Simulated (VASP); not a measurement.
## Cu3Mo2: single point with PBE

Crystal: Cu3Mo2.

```
Cu Mo
1.0
     1.61140   -2.06436    0.00000
     1.61140    2.06436    0.00000
     0.00000    0.00000   20.52681
Cu Mo
6 4
Cartesian
  1.6114 1.0322 0.9354
  1.6114 -1.0322 2.8030
  1.6114 1.0322 4.6942
  1.6114 -1.0322 19.5914
  1.6114 -1.0322 15.8326
  1.6114 1.0322 17.7238
  1.6114 1.0322 9.1013
  1.6114 -1.0322 6.7908
  1.6114 -1.0322 11.4255
  1.6114 1.0322 13.7360
```

- Program: VASP 6.6.1
- Task: single point
- Functional: PBE
- Potentials or basis: VASP PAW PBE potentials, release 64 (Cu, Mo_sv)
- Cutoff: 520 eV
- k mesh: 6 × 6 × 1
- Occupations: gaussian, width 0.2 eV
- Spin: no spin polarisation
- Dipole correction: no
- Further INCAR settings: ALGO = Fast; EDIFF = 1e-06; NBANDS = 72

* Pressure: 0.7 GPa
* Largest force: 0.041 eV/Å
* Band gap on the k mesh: zero (bands 61 and 62 overlap by 2.45 eV)

Forces on the atoms (eV/Å):
```
Cu   0.000  0.000 -0.003
Cu   0.000  0.000  0.011
Cu   0.000  0.000 -0.041
Cu   0.000  0.000  0.003
Cu   0.000  0.000  0.041
Cu   0.000  0.000 -0.011
Mo   0.000  0.000 -0.017
Mo   0.000  0.000  0.040
Mo   0.000  0.000  0.017
Mo   0.000  0.000 -0.040
```

Stress tensor (GPa, compression positive):
```
0.75 0.00 0.00
0.00 0.93 0.00
0.00 0.00 0.52
```

Levels at points of the mesh, in eV from the Fermi level:
```tsv
k point	band 58	band 59	band 60	band 61	band 62	band 63	band 64	band 65
(0.00, 0.00, 0.00)	-1.70	-1.67	-1.57	-1.25	-0.39	-0.34	-0.20	0.88
(0.50, 0.00, 0.00)	-0.50	-0.29	-0.29	-0.15	-0.15	0.87	0.87	1.50
(0.50, 0.50, 0.00)	0.31	0.70	0.99	1.41	1.92	2.04	2.46	2.60
```

Wall time 3.9 min on 1 thread of Intel(R) Xeon(R) 6975P-C (Granite Rapids), on a shared host, peak memory 0.28 GiB.

Caveat: the k points lie up to 0.41 Å⁻¹ apart, too coarse for converged energies and pressures of a metal.
